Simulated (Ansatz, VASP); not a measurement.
# Ir: VASP beside Ansatz

```
Ir
1.0
     0.00000    1.92696    1.92696
     1.92696    0.00000    1.92696
     1.92696    1.92696    0.00000
Ir
1
Direct
  0.00000 0.00000 0.00000
```

Alike in both runs: functional PBE; k mesh 4 × 4 × 4; no spin polarisation.

Ansatz relaxed the structure, and its values are those at the end. VASP's run is a single point on that final structure, the one shown.

|  | VASP | Ansatz |
| --- | --- | --- |
| version | VASP 6.6.1 | Ansatz 0.2.0 |
| potentials or method | VASP PAW PBE potentials, release 64 (Ir), cutoff 500 eV | scalar-relativistic, plane waves, PAW |
| occupations | methfessel-paxton of order 1, width 0.0019 eV | cold, width 0.0019 eV |
| valence electrons in the cell | 9 | 17 |

Ansatz gave:

- gap on the k mesh at the Fermi level (eV): none
- pressure (GPa): -5.1

Which values does VASP return?

gap on the k mesh at the Fermi level (eV): none; pressure (GPa): -4.5.

A gap of «none» marks a metal or a gap that the smearing closes. VASP's potentials hold 9 valence electrons a cell and Ansatz's 17, so a difference there can come from the potentials and not from the codes.

The k mesh is coarse, so the values compare programs but aren't converged. Spin-orbit coupling is off throughout.
